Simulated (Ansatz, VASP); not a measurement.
# SiB4: VASP beside Ansatz

```
CELL_PARAMETERS angstrom
3.43753 0.00000 0.00000
-1.71877 2.97699 0.00000
0.00000 0.00000 4.63184
ATOMIC_POSITIONS crystal
Si 0.33333 0.66667 0.41128
B 0.16496 0.83504 0.86547
B 0.16496 0.32992 0.86547
B 0.67008 0.83504 0.86547
B 0.00000 0.00000 0.51449
```

Alike in both runs: functional PBE; k mesh 12 × 12 × 8; occupations gaussian, width 0.1 eV; no spin polarisation.

Ansatz relaxed the structure, and its values are those at the end. VASP's run is a single point on that final structure, the one shown.

```csv
,VASP,Ansatz
version,VASP 6.6.1,Ansatz 0.2.0
potentials or method,"VASP PAW PBE potentials, release 64 (Si, B), cutoff 520 eV","scalar-relativistic, plane waves, PAW"
valence electrons in the cell,16,16
```

Ansatz gave:

```
gap on the k mesh at the Fermi level (eV) : none
pressure (GPa)                            : 0.0
rms of the force components (eV/Å)        : 0.001
```

Question: Which values does VASP return?

Answer: gap on the k mesh at the Fermi level (eV): none; pressure (GPa): 0.0; rms of the force components (eV/Å): 0.004.

A gap of «none» marks a metal or a gap that the smearing closes. The functional is the same, so the differences come from potentials, cutoffs and numerics.
